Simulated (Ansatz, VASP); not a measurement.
Two plane-wave programs on F

Contents of INCAR:

```
SYSTEM = F
  PREC = Accurate
  ENCUT = 520
  EDIFF = 1E-6
  ISMEAR = 0
  SIGMA = 0.05
  LREAL = .False.
  LASPH = .True.
  NELM = 60
  ALGO = Normal
  ISIF = 2
  LWAVE = .False.
  LCHARG = .False.
  GGA = PS
  NBANDS = 22
```

File KPOINTS:

```
Automatic mesh
0
Gamma
  6 6 4
  0 0 0
```

File POSCAR:

```
F
1.0
    3.5401180000     -2.0919010000      0.0000000000
    3.5401180000      2.0919010000      0.0000000000
    0.0000000000      0.0000000000      6.3757260000
F
4
Direct
    0.9125420000      0.0874580000      0.0960130000
    0.5874580000      0.4125420000      0.5960130000
    0.4125420000      0.5874580000      0.4039870000
    0.0874580000      0.9125420000      0.9039870000
```

Input for Ansatz:

```yaml
crystal:
  lattice:
    - [3.540118, -2.091901, 0.0]
    - [3.540118, 2.091901, 0.0]
    - [0.0, 0.0, 6.375726]
  atoms:
    - { symbol: F, position: [0.912542, 0.087458, 0.096013] }
    - { symbol: F, position: [0.587458, 0.412542, 0.596013] }
    - { symbol: F, position: [0.412542, 0.587458, 0.403987] }
    - { symbol: F, position: [0.087458, 0.912542, 0.903987] }
basis:
  ecutwfc: 420
kpoints:
  mp_grid: { grid: [6, 6, 4] }
hamiltonian:
  xc: pbesol
scf:
  occupations: { method: gaussian, width: 0.05 }
output:
  forces: true
  stress: true
  eigenvalues: true
```

Alike in both runs: task single point; functional PBEsol; k mesh 6 × 6 × 4; occupations gaussian, width 0.05 eV; no spin polarisation.

```csv
,VASP,Ansatz
version,VASP 6.6.1,Ansatz 0.2.0
potentials or method,"VASP PAW PBE potentials, release 64 (F), cutoff 520 eV","scalar-relativistic, plane waves, PAW"
valence electrons in the cell,28,28
```

```csv
,VASP,Ansatz,Ansatz less VASP
gap on the k mesh at the Fermi level (eV),3.02,3.09,+0.068
least direct gap on the mesh (eV),3.02,3.09,+0.067
pressure (GPa),-1.3,-1.5,-0.23
"traceless stress, the component that is largest in VASP (GPa)",-0.82,-1.60,-0.779
rms of the force components (eV/Å),0.275,0.496,+0.2208
```

VASP's potentials were made for PBE, not for PBEsol. Atom by atom the forces differ by 0.221 eV/Å (rms over components). One of these differences is far larger than is usual between the two programs; its cause wasn't traced.
